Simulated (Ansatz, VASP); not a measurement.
## P in VASP and in Ansatz

INCAR

```
PREC = Accurate
ENCUT = 520
EDIFF = 1E-6
ISMEAR = -1
SIGMA = 0.05
LREAL = F
LASPH = T
NELM = 80
ALGO = Normal
ISIF = 2
LWAVE = F
LCHARG = T
GGA = CA
LELF = T
LVHAR = T
NBANDS = 18
```

Contents of KPOINTS:

```
Automatic mesh
0
Gamma
  8 1 6
```

The input POSCAR:

```
P
1.0
    3.2616886149      0.0000000000      0.0000000000
    0.0000000000     34.6230841357      0.0000000000
    0.0000000000      0.0000000000      4.6009959564
P
4
Direct
    0.5000000000      0.9702614300      0.9078492800
    0.5000000000      0.0297385700      0.0921507200
    0.0000000000      0.0297385700      0.4078492800
    0.0000000000      0.9702614300      0.5921507200
```

The input input.yaml:

```yaml
crystal:
  lattice:
    - [3.2616886149, 0.0, 0.0]
    - [0.0, 34.6230841357, 0.0]
    - [0.0, 0.0, 4.6009959564]
  atoms:
    - { symbol: P, position: [0.5, 0.97026143, 0.90784928] }
    - { symbol: P, position: [0.5, 0.02973857, 0.09215072] }
    - { symbol: P, position: [0.0, 0.02973857, 0.40784928] }
    - { symbol: P, position: [0.0, 0.97026143, 0.59215072] }
hamiltonian:
  xc: lda
  pseudopotentials: { kind: paw }
kpoints:
  mp_grid: { grid: [8, 1, 6] }
scf:
  occupations: { method: fermi_dirac, width: 0.05 }
output:
  forces: true
  stress: true
  eigenvalues: true
  write_density: true
  write_potential: true
  elf: true
  volumetric_format: npy
```

Alike in both runs: task single point; functional LDA; k mesh 8 × 1 × 6; occupations fermi-dirac, width 0.05 eV; no spin polarisation.

|  | VASP | Ansatz |
| --- | --- | --- |
| version | VASP 6.6.1 | Ansatz 0.2.0 |
| potentials or method | VASP PAW LDA potentials, release 64 (P) | Ansatz PAW |
| plane-wave cutoff (eV) | 520 | 420 |
| valence electrons in the cell | 20 | 20 |

```csv
,VASP,Ansatz,Ansatz less VASP
gap on the k mesh at the Fermi level (eV),0.84,0.83,-0.012
least direct gap on the mesh (eV),0.84,0.83,-0.012
rms of the force components (eV/Å),0.148,0.171,+0.0233
```

LDA's correlation is that of Perdew and Zunger in VASP and of Perdew and Wang (1992) in Ansatz. Atom by atom the forces differ by 0.026 eV/Å (rms over components).
